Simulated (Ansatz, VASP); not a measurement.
One calculation of SnSe, two programs

File INCAR:

```
SYSTEM = SnSe
PREC = Accurate
ENCUT = 600
EDIFF = 1E-7
ISMEAR = -1
SIGMA = 0.05
LREAL = .False.
LASPH = .True.
NELM = 80
ALGO = Normal
ISIF = 3
LWAVE = .False.
LCHARG = .False.
GGA = RP
IVDW = 13
IBRION = 2
NSW = 60
EDIFFG = -0.01
```

KPOINTS

```
Automatic mesh
0
Gamma
  8 8 8
  0 0 0
```

Contents of POSCAR:

```
SnSe
1.0
    0.0000000000      3.0100000000      3.0100000000
    3.0100000000      0.0000000000      3.0100000000
    3.0100000000      3.0100000000      0.0000000000
Sn Se
1 1
Direct
    0.0000000000      0.0000000000      0.0000000000
    0.5000000000      0.5000000000      0.5000000000
```

File input.yaml:

```yaml
crystal:
  lattice:
    - [0.0, 3.01, 3.01]
    - [3.01, 0.0, 3.01]
    - [3.01, 3.01, 0.0]
  atoms:
    - { symbol: Sn, position: [0.0, 0.0, 0.0] }
    - { symbol: Se, position: [0.5, 0.5, 0.5] }
hamiltonian:
  xc: rpbe
  pseudopotentials: { kind: paw }
  dispersion: d4
kpoints:
  mp_grid: { grid: [8, 8, 8] }
scf:
  occupations: { method: fermi_dirac, width: 0.05 }
output:
  forces: true
  stress: true
  write_density: true
  write_potential: true
  elf: true
  volumetric_format: npy
relax:
  f_tol: 0.01
  max_steps: 40
  cell: { stress_tol: 0.05 }
```

Alike in both runs: task relaxation of cell and atoms; functional RPBE; dispersion D4; k mesh 8 × 8 × 8; occupations fermi-dirac, width 0.05 eV; no spin polarisation.

|  | VASP | Ansatz |
| --- | --- | --- |
| version | VASP 6.6.1 | Ansatz 0.2.0 |
| potentials or method | VASP PAW PBE potentials, release 64 (Sn_d, Se) | Ansatz PAW |
| plane-wave cutoff (eV) | 600 | 420 |
| valence electrons in the cell | 20 | 30 |

```tsv
	VASP	Ansatz	Ansatz less VASP
gap on the k mesh at the Fermi level, each at its own relaxed structure (eV)	0.71	0.71	0.000
relaxed volume (Å³/atom)	26.29	26.28	-0.007
relaxed cell length with the largest relative difference (Å)	4.205	4.205	-0.0004
```

VASP's potentials were made for PBE, not for RPBE. VASP's potentials hold 20 valence electrons a cell and Ansatz's 30, so a difference there can come from the potentials and not from the codes.

Noted on Ansatz's run: the plane-wave basis is chosen anew once the cell has moved, so the energies of steps on either side of that aren't comparable.
